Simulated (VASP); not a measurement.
# Cu (P2/m) in VASP: single point with LDA

Aim: the single point of Cu with LDA.

All numbers are computed with VASP 6.6.1; they aren't measurements. Logs are shortened: lines on timing, memory, paths and dates and some standing lists are left out, and cuts for length are marked.

**1. The cell of the first run**

It takes space group P2/m (No. 10, monoclinic). Conventional cell: a = 11.570 Å, b = 2.238 Å, c = 22.224 Å, α = 90.00°, β = 101.93°, γ = 90.00°. Within 3.0 Å of Cu (site symmetry 2/m) lie 2 Cu at 2.24 Å.

**2. Single point, LDA**

INCAR

```
PREC = Accurate
ENCUT = 520
EDIFF = 1E-6
ISMEAR = -1
SIGMA = 0.15
LREAL = False
LASPH = True
NELM = 60
ALGO = Normal
ISIF = 2
LWAVE = False
LCHARG = False
NBANDS = 12
```

KPOINTS

```
regular mesh
0
Gamma
  3 15 2
```

POSCAR

```
Cu
1.0
   11.5702539500      0.0000000000      0.0000000000
    0.0000000000      2.2382121000      0.0000000000
   -4.5956239400      0.0000000000     21.7433883500
Cu
1
Direct
    0.5000000000      0.5000000000      0.5000000000
```

Potentials or basis: VASP PAW LDA potentials, release 64 (Cu).

On the command line:

```
cat potpaw_LDA.64/Cu/POTCAR > POTCAR
mpirun -np 1 vasp_std > vasp.out
```

OUTCAR:

```text
PREC = Accurate
   ENCUT = 520
   EDIFF = 1E-6
   ISMEAR = -1
   LREAL = False
   LASPH = True
   NELM = 60
   ISIF = 2

 ion  position               nearest neighbor table
   1  0.500  0.500  0.500-

  LATTYP: Found a simple monoclinic cell.
 ALAT       =    11.5702539500
 B/A-ratio  =     0.1934453738
 C/A-ratio  =     1.9207652505
 COS(beta)  =    -0.2067889375

  Lattice vectors:

 A1 = (  11.5702539500,   0.0000000000,   0.0000000000)
 A2 = (   0.0000000000,   2.2382121000,   0.0000000000)
 A3 = (  -4.5956239400,   0.0000000000,  21.7433883500)

Analysis of symmetry for initial positions (statically):
=====================================================================
 Subroutine PRICEL returns:
 Original cell was already a primitive cell.

 Routine SETGRP: Setting up the symmetry group for a
 simple monoclinic supercell.

 Subroutine GETGRP returns: Found  4 space group operations
 (whereof  4 operations were pure point group operations)
 out of a pool of  4 trial point group operations.

The static configuration has the point symmetry C_2h.

Analysis of symmetry for dynamics (positions and initial velocities):
=====================================================================
 Subroutine PRICEL returns:
 Original cell was already a primitive cell.

 Routine SETGRP: Setting up the symmetry group for a
 simple monoclinic supercell.

 Subroutine GETGRP returns: Found  4 space group operations
 (whereof  4 operations were pure point group operations)
 out of a pool of  4 trial point group operations.

The dynamic configuration has the point symmetry C_2h.

 Subroutine INISYM returns: Found  4 space group operations
 (whereof  4 operations are pure point group operations),
 and found     1 'primitive' translations

----------------------------------------------------------------------------------------

                                     Primitive cell

  volume of cell :     563.0816

  direct lattice vectors                    reciprocal lattice vectors
    11.570253950  0.000000000  0.000000000     0.086428526  0.000000000  0.018267300
     0.000000000  2.238212100  0.000000000     0.000000000  0.446785182  0.000000000
    -4.595623940  0.000000000 21.743388350     0.000000000  0.000000000  0.045990992

  length of vectors
    11.570253950  2.238212100 22.223741727     0.088337899  0.446785182  0.045990992

  position of ions in fractional coordinates (direct lattice)
     0.500000000  0.500000000  0.500000000

  ion indices of the primitive-cell ions
   primitive index   ion index
                 1           1

----------------------------------------------------------------------------------------

 KPOINTS: regular mesh

Automatic generation of k-mesh.
 Grid dimensions read from file:
 generate k-points for:    3   15    2

 Generating k-lattice:

  Cartesian coordinates                     Fractional coordinates (reciprocal lattice)
     0.028809509  0.000000000  0.006089100     0.333333333  0.000000000  0.000000000
     0.000000000  0.029785679  0.000000000     0.000000000  0.066666667  0.000000000
     0.000000000  0.000000000  0.022995496     0.000000000  0.000000000  0.500000000

  Length of vectors
     0.029445966  0.029785679  0.022995496

  Shift w.r.t. Gamma in fractional coordinates (k-lattice)
     0.000000000  0.000000000  0.000000000

 Subroutine IBZKPT returns following result:
 ===========================================

 Found     32 irreducible k-points:

 Following reciprocal coordinates:
            Coordinates               Weight
  0.000000  0.000000  0.000000      1.000000
  0.333333  0.000000  0.000000      2.000000
  0.000000  0.066667  0.000000      2.000000
  0.333333  0.066667  0.000000      4.000000
  0.000000  0.133333  0.000000      2.000000
  0.333333  0.133333  0.000000      4.000000
[... 16 lines left out ...]
  0.000000  0.200000  0.500000      2.000000
  0.333333  0.200000  0.500000      4.000000
 [... further k-points ...]
   k-points           NKPTS =     32   k-points in BZ     NKDIM =     32   number of bands    NBANDS=     12
   number of dos      NEDOS =    301   number of ions     NIONS =      1
   total plane-waves  NPLWV = 272160
   dimension x,y,z NGX =    90 NGY =   18 NGZ =  168
   dimension x,y,z NGXF=   180 NGYF=   36 NGZF=  336
   ions per type =               1
   NGX,Y,Z   is equivalent  to a cutoff of  12.93, 13.37, 12.57 a.u.
   NGXF,Y,Z  is equivalent  to a cutoff of  25.86, 26.74, 25.13 a.u.
 SYSTEM =  unknown system
   PREC   = accura    normal or accurate (medium, high low for compatibility)
   ISTART =      0    job   : 0-new  1-cont  2-samecut
   ICHARG =      2    charge: 1-file 2-atom 10-const
   ISPIN  =      1    spin polarized calculation?
   LNONCOLLINEAR =      F non collinear calculations
   LSORBIT =      F    spin-orbit coupling
   LASPH  =      T    aspherical Exc in radial PAW
   ENCUT  =  520.0 eV  38.22 Ry    6.18 a.u.  21.51  4.16 41.32*2*pi/ulx,y,z
   NELM   =     60;   NELMIN=  2; NELMDL= -5     # of ELM steps
   EDIFF  = 0.1E-05   stopping-criterion for ELM
   LREAL  =      F    real-space projection
   EDIFFG = 0.1E-04   stopping-criterion for IOM
   NSW    =      0    number of steps for IOM
   IBRION =     -1    ionic relax: 0-MD 1-quasi-New 2-CG
   NFREE  =      0    steps in history (QN), initial steepest desc. (CG)
   ISIF   =      2    stress and relaxation
   ISYM   =      2    0-nonsym 1-usesym 2-fastsym
   POTIM  = 0.5000    time-step for ionic-motion
   TEBEG  =    0.0;   TEEND  =   0.0 temperature during run
   PSTRESS=    0.0 pullay stress
   NELECT =      11.0000    total number of electrons
   NUPDOWN=      -1.0000    fix difference up-down
   EMIN   =  10.00;   EMAX   =-10.00  energy-range for DOS
   EFERMI =   0.00;   METHOD = LEGACY
   ISMEAR =    -1;   SIGMA  =   0.15  broadening in eV -4-tet -1-fermi 0-gaus
   EFERMI_NEDOS =   21; number of points for ismear=-14 and -15
   IALGO  =     38    algorithm
   IMIX   =      4    mixing-type and parameters
     AMIX     =   0.40;   BMIX     =  1.00
     AMIX_MAG =   1.60;   BMIX_MAG =  1.00
  volume/ion in A,a.u.               =     563.08      3799.86
  Fermi-wavevector in a.u.,A,eV,Ry     =   0.440909  0.833197  2.644978  0.194400
  Thomas-Fermi vector in A             =   1.415886
   LORBIT       =      0    0 simple, 1 ext, 2 COOP (PROOUT), +10 PAW based schemes
   GGA     = CA    functional components
   LHFCALC =     F    Hartree Fock is set to
   AEXX    =    0.0000 exact exchange contribution
   IVDW    =     0    specifies the selected vdW correction
   LEPSILON=     F    determine dielectric tensor
   LRPA    =     F    only Hartree local field effects (RPA)
 non-spin polarized calculation
  energy-cutoff  :      520.00
  volume of cell :      563.08
 maximum number of plane-waves:     15244
 NGX is ok and might be reduce to    90
   NGX = 43   NGY =  9   NGZ = 83

 number of electron      11.0000002 magnetization

 Free energy of the ion-electron system (eV)
  ---------------------------------------------------
  ext. energy  EPLUGINS =         0.00000000
  ---------------------------------------------------
  free energy    TOTEN  =        -2.17129312 eV

  energy without entropy =       -2.07843467  energy(sigma->0) =       -2.12486390

 E-fermi :  -5.2339     XC(G=0):  -0.7570

 val. band max:       -5.3358895683   @ k =   0.3333   0.2667   0.0000
 cond. band min:      -4.2875281099   @ k =   0.0000   0.3333   0.5000
 fundamental gap:      1.0483614584
 Fermi energy:        -5.2338751545

 k-point     1 :       0.0000    0.0000    0.0000
  band No.  band energies     occupation
      1      -8.9726      2.00000
      2      -6.5461      1.99968
      3      -6.3921      1.99911
      4      -6.3921      1.99911
      5      -5.5291      1.75488
      6      -5.5291      1.75487
      7      -2.3572      0.00000
      8      -2.3521      0.00000
      9       0.0325      0.00000
     10       0.4345      0.00000
     11       0.5255      0.00000
     12       0.9648      0.00000

 k-point     2 :       0.3333    0.0000    0.0000
  band No.  band energies     occupation
      1      -8.9726      2.00000
      2      -6.5460      1.99968
      3      -6.3921      1.99911
      4      -6.3921      1.99911
      5      -5.5291      1.75488
      6      -5.5291      1.75488
      7      -2.3591      0.00000
      8      -2.3565      0.00000
      9       0.2037      0.00000
     10       0.5188      0.00000
     11       0.6595      0.00000
     12       0.6835      0.00000

 k-point     3 :       0.0000    0.0667    0.0000
  band No.  band energies     occupation
      1      -8.8111      2.00000
      2      -6.4794      1.99950
      3      -6.3740      1.99900
      4      -6.3740      1.99900
      5      -5.6526      1.88442
      6      -5.6526      1.88442
      7      -2.1603      0.00000
      8      -2.1548      0.00000
      9       0.1635      0.00000
     10       0.5671      0.00000
     11       0.6616      0.00000
     12       1.0966      0.00000

 k-point     4 :       0.3333    0.0667    0.0000
  band No.  band energies     occupation
      1      -8.8111      2.00000
      2      -6.4794      1.99950
      3      -6.3740      1.99900
      4      -6.3740      1.99900
      5      -5.6526      1.88442
      6      -5.6526      1.88442
      7      -2.1624      0.00000
      8      -2.1596      0.00000
      9       0.3353      0.00000
     10       0.6524      0.00000
     11       0.7923      0.00000
     12       0.8193      0.00000

 k-point     5 :       0.0000    0.1333    0.0000
  band No.  band energies     occupation
      1      -8.3392      2.00000
      2      -6.3226      1.99859
      3      -6.3226      1.99859
      4      -6.2792      1.99812
      5      -5.9573      1.98404
      6      -5.9573      1.98404
      7      -1.6218      0.00000
      8      -1.6153      0.00000
      9       0.5565      0.00000
     10       0.9652      0.00000
     11       1.0689      0.00000
     12       1.4921      0.00000
[... 228 lines left out ...]
      1      -8.3392      2.00000
      2      -6.3226      1.99859
      3      -6.3226      1.99859
      4      -6.2792      1.99812
      5      -5.9573      1.98404
      6      -5.9573      1.98404
      7      -1.6218      0.00000
      8      -1.6153      0.00000
      9       0.5783      0.00000
     10       0.8309      0.00000
     11       1.2776      0.00000
     12       1.4725      0.00000

 k-point    22 :       0.3333    0.1333    0.5000
  band No.  band energies     occupation
      1      -8.3392      2.00000
      2      -6.3226      1.99859
      3      -6.3226      1.99859
      4      -6.2791      1.99812
      5      -5.9573      1.98404
      6      -5.9573      1.98404
      7      -1.6242      0.00000
      8      -1.6209      0.00000
      9       0.7501      0.00000
     10       0.9579      0.00000
     11       1.2079      0.00000
     12       1.3054      0.00000

 k-point    23 :       0.0000    0.2000    0.5000
  band No.  band energies     occupation
      1      -7.6092      2.00000
      2      -6.3323      1.99868
      3      -6.3323      1.99868
      4      -6.2471      1.99767
      5      -6.2471      1.99767
      6      -5.9302      1.98091
      7      -0.8179      0.00000
      8      -0.8101      0.00000
      9       1.2318      0.00000
     10       1.5012      0.00000
     11       1.9409      0.00000
     12       2.1506      0.00000

 k-point    24 :       0.3333    0.2000    0.5000
  band No.  band energies     occupation
      1      -7.6092      2.00000
      2      -6.3324      1.99868
      3      -6.3324      1.99868
      4      -6.2471      1.99767
      5      -6.2471      1.99767
      6      -5.9301      1.98090
      7      -0.8207      0.00000
      8      -0.8167      0.00000
      9       1.4050      0.00000
     10       1.6264      0.00000
     11       1.8794      0.00000
     12       1.9725      0.00000

 [... further k-points ...]

------------------------ aborting loop because EDIFF is reached ----------------------------------------

  FORCE on cell =-STRESS in cart. coord.  units (eV):
  Direction    XX          YY          ZZ          XY          YZ          ZX
  --------------------------------------------------------------------------------------
  -------------------------------------------------------------------------------------
  Total       -0.0084914     -0.2399189     -0.0058349      0.0000000      0.0000000     -0.0004912
  in kB       -0.0241611     -0.6826587     -0.0166026      0.0000000      0.0000000     -0.0013976
  external PRESSURE =      -0.2411408 kB  Pullay stress =       0.0000000 kB

 VOLUME and BASIS-vectors are now :
 -----------------------------------------------------------------------------
  energy-cutoff  :      520.00
  volume of cell :      563.08
      direct lattice vectors                 reciprocal lattice vectors
    11.570253950  0.000000000  0.000000000     0.086428526  0.000000000  0.018267300
     0.000000000  2.238212100  0.000000000     0.000000000  0.446785182  0.000000000
    -4.595623940  0.000000000 21.743388350     0.000000000  0.000000000  0.045990992

 POSITION                                       TOTAL-FORCE (eV/Angst)
 -----------------------------------------------------------------------------------
      3.48732      1.11911     10.87169         0.000000      0.000000      0.000000
 -----------------------------------------------------------------------------------
    total drift:                                0.000000     -0.000000     -0.000000

  FREE ENERGIE OF THE ION-ELECTRON SYSTEM (eV)
  ---------------------------------------------------
  free  energy   TOTEN  =        -2.1712931198 eV

  energy  without entropy=       -2.0784346729  energy(sigma->0) =       -2.12486390
```

It took 6 min on 1 thread of AMD EPYC 7R13, shared host; peak memory 0.51 GiB.

What came out:

```
Free energy            : -2.1713 eV
Pressure               : 0.0 GPa
Band gap on the k mesh : zero (an odd number of electrons rules out a gap without spin polarisation)
```
